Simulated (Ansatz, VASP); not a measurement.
Given: the input of a run of Ansatz 0.2.0 on SiC.

input.yaml

```yaml
crystal:
  lattice:
    - [3.076, 0.0, 0.0]
    - [-1.538, 2.663894142, 0.0]
    - [0.0, 0.0, 5.048]
  atoms:
    - { symbol: Si, position: [0.6666666667, 0.3333333333, 0.5] }
    - { symbol: Si, position: [0.3333333333, 0.6666666667, 0.0] }
    - { symbol: C, position: [0.6666666667, 0.3333333333, 0.885] }
    - { symbol: C, position: [0.3333333333, 0.6666666667, 0.385] }
hamiltonian:
  xc: pbesol
  pseudopotentials: { kind: paw }
  dispersion: d3bj
kpoints:
  mp_grid: { grid: [10, 10, 5] }
scf:
  occupations: { method: fermi_dirac, width: 0.05 }
output:
  forces: true
  stress: true
relax:
  f_tol: 0.01
  max_steps: 40
  cell: { stress_tol: 0.05 }
```

Potentials or basis: Ansatz PAW.

The run is started by

```bash
$ ansatz run input.yaml --threads 2 --pin off --max-ram 5120MiB --backend cpu --events-out ev --progress --plain --runs-dir out
```

**Question.** Translate it to VASP 6.6.1. Potentials there: VASP PAW PBE potentials, release 64 (Si, C).

**Answer.** As run (the cutoff follows the program's own potentials):

File INCAR:

```
ALGO = Normal ; EDIFF = 1E-7
EDIFFG = -0.01 ; ENCUT = 600
GGA = PS ; IBRION = 2
ISIF = 3 ; ISMEAR = -1
IVDW = 12 ; LASPH = T
LCHARG = F ; LREAL = F
LWAVE = F ; NELM = 80
NSW = 60 ; PREC = Accurate
SIGMA = 0.05
```

The input KPOINTS:

```
k-points
0
Gamma
  10 10 5
```

Contents of POSCAR:

```
SiC
1.0
    3.0760000000      0.0000000000      0.0000000000
   -1.5380000000      2.6638941420      0.0000000000
    0.0000000000      0.0000000000      5.0480000000
Si C
2 2
Direct
    0.6666666667      0.3333333333      0.5000000000
    0.3333333333      0.6666666667      0.0000000000
    0.6666666667      0.3333333333      0.8850000000
    0.3333333333      0.6666666667      0.3850000000
```

Potentials or basis: VASP PAW PBE potentials, release 64 (Si, C).

Command:

```console
$ cat potpaw_PBE.64/Si/POTCAR potpaw_PBE.64/C/POTCAR > POTCAR
$ mpirun -np 1 vasp_std > vasp.out
```

Both were run:

|  | VASP | Ansatz | Ansatz less VASP |
| --- | --- | --- | --- |
| relaxed volume (Å³/atom) | 10.17 | 10.16 | -0.010 |
| relaxed cell length with the largest relative difference (Å) | 5.020 | 5.018 | -0.0017 |

VASP's potentials were made for PBE, not for PBEsol.

Noted on Ansatz's run: odd divisions of the mesh miss points on the zone boundary, where band edges often lie, so the gap on the mesh can be too wide; the plane-wave basis is chosen anew once the cell has moved, so the energies of steps on either side of that aren't comparable.
